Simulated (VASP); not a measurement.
# Ir (Fd-3m) in VASP: relaxation of cell and atoms with PBE

Aim: the relaxation of cell and atoms of Ir with PBE.

Everything below comes from runs of VASP 6.6.1. Logs are shortened: lines on timing, memory, paths and dates and some standing lists are left out, and cuts for length are marked.

## 1. The cell of the first run

The structure is cubic, space group Fd-3m (No. 227). The conventional cell has a = 5.270 Å, b = 5.270 Å, c = 5.270 Å, α = 90.00°, β = 90.00°, γ = 90.00°. Within 3.0 Å of Ir (site symmetry -43m) lie 4 Ir at 2.28 Å.

This isn't the form of Ir at room conditions, which is fcc.

## 2. Relaxation of cell and atoms, PBE

Input file INCAR:

```
SYSTEM = Ir
  ALGO = Normal
  EDIFF = 1E-7
  EDIFFG = -0.03
  ENCUT = 500
  GGA = PE
  GGA_COMPAT = .False.
  IBRION = 2
  ISIF = 3
  ISMEAR = -1
  LASPH = .True.
  LCHARG = .False.
  LREAL = .False.
  LWAVE = .False.
  NELM = 120
  NELMIN = 4
  NSW = 80
  PREC = Accurate
  SIGMA = 0.1
```

Input file KPOINTS:

```
k-points
0
Gamma
  13 13 13
  0 0 0
```

Input file POSCAR:

```
Ir
1.0
    0.0000000000      2.6350000000      2.6350000000
    2.6350000000      0.0000000000      2.6350000000
    2.6350000000      2.6350000000      0.0000000000
Ir
2
Direct
    1.0000000000      1.0000000000      1.0000000000
    0.2500000000      0.2500000000      0.2500000000
```

Potentials or basis: VASP PAW PBE potentials, release 64 (Ir).

Launch:

```console
$ cat potpaw_PBE.64/Ir/POTCAR > POTCAR
$ mpirun -np 1 vasp_std > vasp.out
```

OUTCAR:

```text
SYSTEM = Ir
   EDIFF = 1E-7
   EDIFFG = -0.03
   ENCUT = 500
   GGA = PE
   IBRION = 2
   ISIF = 3
   ISMEAR = -1
   LASPH = .True.
   LREAL = .False.
   NELM = 120
   NELMIN = 4
   NSW = 80
   PREC = Accurate

 ion  position               nearest neighbor table
   1  0.000  0.000  0.000-   2 2.28   2 2.28   2 2.28   2 2.28
   2  0.250  0.250  0.250-   1 2.28   1 2.28   1 2.28   1 2.28

  LATTYP: Found a face centered cubic cell.
 ALAT       =     5.2700000000

  Lattice vectors:

 A1 = (   0.0000000000,   2.6350000000,   2.6350000000)
 A2 = (   2.6350000000,   0.0000000000,   2.6350000000)
 A3 = (   2.6350000000,   2.6350000000,   0.0000000000)

Analysis of symmetry for initial positions (statically):
=====================================================================
 Subroutine PRICEL returns:
 Original cell was already a primitive cell.

 Routine SETGRP: Setting up the symmetry group for a
 face centered cubic supercell.

 Subroutine GETGRP returns: Found 48 space group operations
 (whereof 24 operations were pure point group operations)
 out of a pool of 48 trial point group operations.

The static configuration has the point symmetry T_d .
 The point group associated with its full space group is O_h .

Analysis of symmetry for dynamics (positions and initial velocities):
=====================================================================
 Subroutine PRICEL returns:
 Original cell was already a primitive cell.

 Routine SETGRP: Setting up the symmetry group for a
 face centered cubic supercell.

 Subroutine GETGRP returns: Found 48 space group operations
 (whereof 24 operations were pure point group operations)
 out of a pool of 48 trial point group operations.

The dynamic configuration has the point symmetry T_d .
 The point group associated with its full space group is O_h .

 Subroutine INISYM returns: Found 48 space group operations
 (whereof 24 operations are pure point group operations),
 and found     1 'primitive' translations

----------------------------------------------------------------------------------------

                                     Primitive cell

  volume of cell :      36.5908

  direct lattice vectors                    reciprocal lattice vectors
     0.000000000  2.635000000  2.635000000    -0.189753321  0.189753321  0.189753321
     2.635000000  0.000000000  2.635000000     0.189753321 -0.189753321  0.189753321
     2.635000000  2.635000000  0.000000000     0.189753321  0.189753321 -0.189753321

  length of vectors
     3.726452737  3.726452737  3.726452737     0.328662392  0.328662392  0.328662392

  position of ions in fractional coordinates (direct lattice)
     0.000000000  0.000000000  0.000000000
     0.250000000  0.250000000  0.250000000

  ion indices of the primitive-cell ions
   primitive index   ion index
                 1           1
                 2           2

----------------------------------------------------------------------------------------

 KPOINTS: k-points

Automatic generation of k-mesh.
 Grid dimensions read from file:
 generate k-points for:   13   13   13

 Generating k-lattice:

  Cartesian coordinates                     Fractional coordinates (reciprocal lattice)
    -0.014596409  0.014596409  0.014596409     0.076923077  0.000000000  0.000000000
     0.014596409 -0.014596409  0.014596409     0.000000000  0.076923077  0.000000000
     0.014596409  0.014596409 -0.014596409     0.000000000  0.000000000  0.076923077

  Length of vectors
     0.025281722  0.025281722  0.025281722

  Shift w.r.t. Gamma in fractional coordinates (k-lattice)
     0.000000000  0.000000000  0.000000000

 Subroutine IBZKPT returns following result:
 ===========================================

 Found     84 irreducible k-points:

 Following reciprocal coordinates:
            Coordinates               Weight
  0.000000  0.000000  0.000000      1.000000
  0.076923  0.000000  0.000000      8.000000
  0.153846  0.000000  0.000000      8.000000
  0.230769  0.000000  0.000000      8.000000
  0.307692  0.000000  0.000000      8.000000
  0.384615  0.000000  0.000000      8.000000
[... 16 lines left out ...]
  0.384615  0.153846  0.000000     24.000000
  0.461538  0.153846  0.000000     24.000000
 [... further k-points ...]
   k-points           NKPTS =     84   k-points in BZ     NKDIM =     84   number of bands    NBANDS=     13
   number of dos      NEDOS =    301   number of ions     NIONS =      2
   total plane-waves  NPLWV =  21952
   dimension x,y,z NGX =    28 NGY =   28 NGZ =   28
   dimension x,y,z NGXF=    56 NGYF=   56 NGZF=   56
   ions per type =               2
   NGX,Y,Z   is equivalent  to a cutoff of  12.49, 12.49, 12.49 a.u.
   NGXF,Y,Z  is equivalent  to a cutoff of  24.98, 24.98, 24.98 a.u.
 SYSTEM =  Ir
   PREC   = accura    normal or accurate (medium, high low for compatibility)
   ISTART =      0    job   : 0-new  1-cont  2-samecut
   ICHARG =      2    charge: 1-file 2-atom 10-const
   ISPIN  =      1    spin polarized calculation?
   LNONCOLLINEAR =      F non collinear calculations
   LSORBIT =      F    spin-orbit coupling
   LASPH  =      T    aspherical Exc in radial PAW
   ENCUT  =  500.0 eV  36.75 Ry    6.06 a.u.   6.79  6.79  6.79*2*pi/ulx,y,z
   NELM   =    120;   NELMIN=  4; NELMDL= -5     # of ELM steps
   EDIFF  = 0.1E-06   stopping-criterion for ELM
   LREAL  =      F    real-space projection
   EDIFFG = -.3E-01   stopping-criterion for IOM
   NSW    =     80    number of steps for IOM
   IBRION =      2    ionic relax: 0-MD 1-quasi-New 2-CG
   NFREE  =      1    steps in history (QN), initial steepest desc. (CG)
   ISIF   =      3    stress and relaxation
   ISYM   =      2    0-nonsym 1-usesym 2-fastsym
   POTIM  = 0.5000    time-step for ionic-motion
   TEBEG  =    0.0;   TEEND  =   0.0 temperature during run
   PSTRESS=    0.0 pullay stress
   NELECT =      18.0000    total number of electrons
   NUPDOWN=      -1.0000    fix difference up-down
   EMIN   =  10.00;   EMAX   =-10.00  energy-range for DOS
   EFERMI =   0.00;   METHOD = LEGACY
   ISMEAR =    -1;   SIGMA  =   0.10  broadening in eV -4-tet -1-fermi 0-gaus
   EFERMI_NEDOS =   21; number of points for ismear=-14 and -15
   IALGO  =     38    algorithm
   IMIX   =      4    mixing-type and parameters
     AMIX     =   0.40;   BMIX     =  1.00
     AMIX_MAG =   1.60;   BMIX_MAG =  1.00
  volume/ion in A,a.u.               =      18.30       123.46
  Fermi-wavevector in a.u.,A,eV,Ry     =   1.292335  2.442159 22.723489  1.670129
  Thomas-Fermi vector in A             =   2.424049
   LORBIT       =      0    0 simple, 1 ext, 2 COOP (PROOUT), +10 PAW based schemes
   GGA     = PE    functional components
   LHFCALC =     F    Hartree Fock is set to
   AEXX    =    0.0000 exact exchange contribution
   IVDW    =     0    specifies the selected vdW correction
   LEPSILON=     F    determine dielectric tensor
   LRPA    =     F    only Hartree local field effects (RPA)
 conjugate gradient relaxation of ions
 non-spin polarized calculation
  energy-cutoff  :      500.00
  volume of cell :       36.59
 maximum number of plane-waves:       946
   NGX = 13   NGY = 13   NGZ = 13

--------------------------------------- Ionic step        1  -------------------------------------------

 number of electron      18.0000001 magnetization

 Free energy of the ion-electron system (eV)
  ---------------------------------------------------
  ext. energy  EPLUGINS =         0.00000000
  ---------------------------------------------------
  free energy    TOTEN  =       -14.97174699 eV

  energy without entropy =      -14.91715910  energy(sigma->0) =      -14.94445304

------------------------ aborting loop because EDIFF is reached ----------------------------------------

  FORCE on cell =-STRESS in cart. coord.  units (eV):
  Direction    XX          YY          ZZ          XY          YZ          ZX
  --------------------------------------------------------------------------------------
  -------------------------------------------------------------------------------------
  Total       10.0423936     10.0423936     10.0423936      0.0000000      0.0000000     -0.0000000
  in kB      439.7197447    439.7197447    439.7197447      0.0000000      0.0000000     -0.0000000
  external PRESSURE =     439.7197447 kB  Pullay stress =       0.0000000 kB

 VOLUME and BASIS-vectors are now :
 -----------------------------------------------------------------------------
  energy-cutoff  :      500.00
  volume of cell :       36.59
      direct lattice vectors                 reciprocal lattice vectors
     0.000000000  2.635000000  2.635000000    -0.189753321  0.189753321  0.189753321
     2.635000000  0.000000000  2.635000000     0.189753321 -0.189753321  0.189753321
     2.635000000  2.635000000  0.000000000     0.189753321  0.189753321 -0.189753321
[... 895 lines left out ...]
 POSITION                                       TOTAL-FORCE (eV/Angst)
 -----------------------------------------------------------------------------------
      0.00000      0.00000      0.00000         0.000000      0.000000      0.000000
      1.39539      1.39539      1.39539        -0.000000     -0.000000     -0.000000
 -----------------------------------------------------------------------------------
    total drift:                                0.000000      0.000000      0.000000

  FREE ENERGIE OF THE ION-ELECTRON SYSTEM (eV)
  ---------------------------------------------------
  free  energy   TOTEN  =       -15.7358468648 eV

  energy  without entropy=      -15.6631374308  energy(sigma->0) =      -15.69949215

--------------------------------------- Ionic step        5  -------------------------------------------

 number of electron      18.0000002 magnetization

 Free energy of the ion-electron system (eV)
  ---------------------------------------------------
  ext. energy  EPLUGINS =         0.00000000
  ---------------------------------------------------
  free energy    TOTEN  =       -15.73746724 eV

  energy without entropy =      -15.66578456  energy(sigma->0) =      -15.70162590

 E-fermi :   5.1931     XC(G=0): -11.1653

 val. band max:        5.1918532405   @ k =   0.3077   0.1538   0.0000
 cond. band min:       5.1934800328   @ k =  -0.3846   0.3077   0.1538
 fundamental gap:      0.0016267923
 Fermi energy:         5.1930712764

 k-point     1 :       0.0000    0.0000    0.0000
  band No.  band energies     occupation
      1      -2.7765      2.00000
      2       0.1643      2.00000
      3       0.1643      2.00000
      4       0.5515      2.00000
      5       0.5515      2.00000
      6       0.5515      2.00000
      7       3.4587      2.00000
      8       3.4587      2.00000
      9       3.4587      2.00000
     10       5.9778      0.00078
     11       5.9778      0.00078
     12      16.0507      0.00000
     13      16.1345      0.00000
[... 390 lines left out ...]
 POSITION                                       TOTAL-FORCE (eV/Angst)
 -----------------------------------------------------------------------------------
      0.00000      0.00000      0.00000         0.000000      0.000000      0.000000
      1.39155      1.39155      1.39155        -0.000000     -0.000000     -0.000000
 -----------------------------------------------------------------------------------
    total drift:                                0.000000      0.000000      0.000000

  FREE ENERGIE OF THE ION-ELECTRON SYSTEM (eV)
  ---------------------------------------------------
  free  energy   TOTEN  =       -15.7374672449 eV

  energy  without entropy=      -15.6657845592  energy(sigma->0) =      -15.70162590

 reached required accuracy - stopping structural energy minimisation
```

Run time: 82 s. Hardware: 1 thread of AMD EPYC 9R45 (Zen 5), shared host; peak memory 0.16 GiB.

What came out:

| Property | Result |
| --- | --- |
| Free energy | -15.7375 eV |
| Relaxed volume | 21.56 Å³/atom |
| Relaxed cell | a = 3.936 Å, b = 3.936 Å, c = 3.936 Å, α = 60.00°, β = 60.00°, γ = 60.00° |
| Space group after relaxing (to 0.1 Å) | Fd-3m (No. 227) |
| Pressure after relaxing | 0.0 GPa |
| Band gap on the k mesh | zero (bands 9 and 10 overlap by 1.58 eV) |

Final structure:
```
Ir
1.0
     0.00000    2.78310    2.78310
     2.78310    0.00000    2.78310
     2.78310    2.78310    0.00000
Ir
2
Direct
  0.00000 0.00000 0.00000
  0.25000 0.25000 0.25000
```

Levels at points of the mesh, in eV from the Fermi level:
```
           k point  band 6  band 7  band 8  band 9  band 10  band 11  band 12  band 13
(0.00, 0.00, 0.00)   -4.64   -1.73   -1.73   -1.73     0.78     0.78    10.86    10.94
```

Caveat: the volume moved by over 15 % at a fixed basis, so the end points are rough; spin-orbit coupling is left out, which moves the levels of the heavy elements.
